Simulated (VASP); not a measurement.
A run of VASP 6.6.1 is set up as follows.

Contents of INCAR:

```
ALGO = Normal
EDIFF = 1E-6
EDIFFG = -0.001
ENCUT = 600
GGA = PE
IBRION = 2
ISIF = 3
ISMEAR = -1
LASPH = T
LCHARG = F
LREAL = F
LWAVE = F
NELM = 60
NSW = 80
PREC = Accurate
SIGMA = 0.15
```

Contents of KPOINTS:

```
k-points
0
Gamma
  12 12 12
```

Contents of POSCAR:

```
InSb
1.0
    0.0000000000      3.3174249935      3.3174249935
    3.3174249935      0.0000000000      3.3174249935
    3.3174249935      3.3174249935      0.0000000000
In Sb
1 1
Direct
    0.0000000000      0.0000000000      0.0000000000
    0.7500000000      0.7500000000      0.7500000000
```

Potentials or basis: VASP PAW PBE potentials, release 64 (In_d, Sb).

Launch:

```sh
$ cat potpaw_PBE.64/In_d/POTCAR potpaw_PBE.64/Sb/POTCAR > POTCAR
$ mpirun -np 1 vasp_std > vasp.out
```

Problem. What does it give for the relaxed cell?

Solution. a = 4.693 Å, b = 4.693 Å, c = 4.693 Å, α = 60.00°, β = 60.00°, γ = 60.00°.

Problem. What does it give for the space group after relaxing (to 0.1 Å)?

Solution. F-43m (No. 216).

Problem. Predict the band gap on the k mesh.

Solution. Zero (filled and empty bands touch).

Final structure:
```xyz
2
Lattice="0.0000 3.3187 3.3187 3.3187 0.0000 3.3187 3.3187 3.3187 0.0000" Properties=species:S:1:pos:R:3 pbc="T T T"
In    0.0000    0.0000    0.0000
Sb    4.9780    4.9780    4.9780
```

Caveat: semilocal functionals underestimate gaps, so a narrow gap can read as zero; spin-orbit coupling is left out, which moves the levels of the heavy elements.
